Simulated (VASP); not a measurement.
Write the native input for VASP 6.6.1 that does the following.

| Item | Value |
| --- | --- |
| Task | single point |
| Functional | PBE |
| Dispersion | D3(BJ) |
| Potentials or basis | VASP PAW PBE potentials, release 64 (Pt, P) |
| Cutoff | 520 eV |
| k mesh | 8 × 8 × 4 |
| Occupations | fermi-dirac, width 0.05 eV |
| Spin | no spin polarisation |
| Dipole correction | no |
| Further INCAR settings | ALGO = Normal; EDIFF = 1e-06; NBANDS = 23 |

The structure of PPt lies in POSCAR:

```
PPt
1.0
    3.6249923138      0.0000000000      0.0000000000
   -1.8124961569      3.1393354323      0.0000000000
    0.0000000000      0.0000000000      6.5494298990
Pt P
2 2
Direct
    0.3333333333      0.6666666667      0.3656606187
    0.6666666667      0.3333333333      0.8656606187
    0.3333333333      0.6666666667      0.0093413813
    0.6666666667      0.3333333333      0.5093413813
```

These files were run (other wordings do the same):

INCAR

```
ALGO     = Normal         # electronic algorithm
EDIFF    = 1E-6           # SCF threshold, eV
ENCUT    = 520            # plane-wave cutoff, eV
GGA      = PE             # functional
ISIF     = 2              # what is computed and relaxed
ISMEAR   = -1             # smearing method
IVDW     = 12             # dispersion correction
LASPH    = True           # aspherical terms in the spheres
LCHARG   = True           # write CHGCAR
LELF     = True           # ELF
LREAL    = False          # projectors in reciprocal space
LVHAR    = True         
LWAVE    = False          # write WAVECAR
NBANDS   = 23             # bands
NELM     = 100            # most SCF steps
PREC     = Accurate       # precision mode
SIGMA    = 0.05           # smearing width, eV
```

KPOINTS

```
k-points
0
Gamma
  8 8 4
```

Potentials or basis: VASP PAW PBE potentials, release 64 (Pt, P).

Run with:

```sh
$ cat potpaw_PBE.64/Pt/POTCAR potpaw_PBE.64/P/POTCAR > POTCAR
$ mpirun -np 1 vasp_std > vasp.out
```

It gave:

The pressure is -0.9 GPa, the band gap on the k mesh is zero (bands 15 and 16 overlap by 3.78 eV) and the dispersion energy per atom is -0.498 eV.

Caveat: three body term missing; spin-orbit coupling is left out, which moves the levels of the heavy elements.

Run time: 48 s on 1 thread of Intel Xeon 8259CL, with other jobs on the host, peak memory 0.22 GiB.
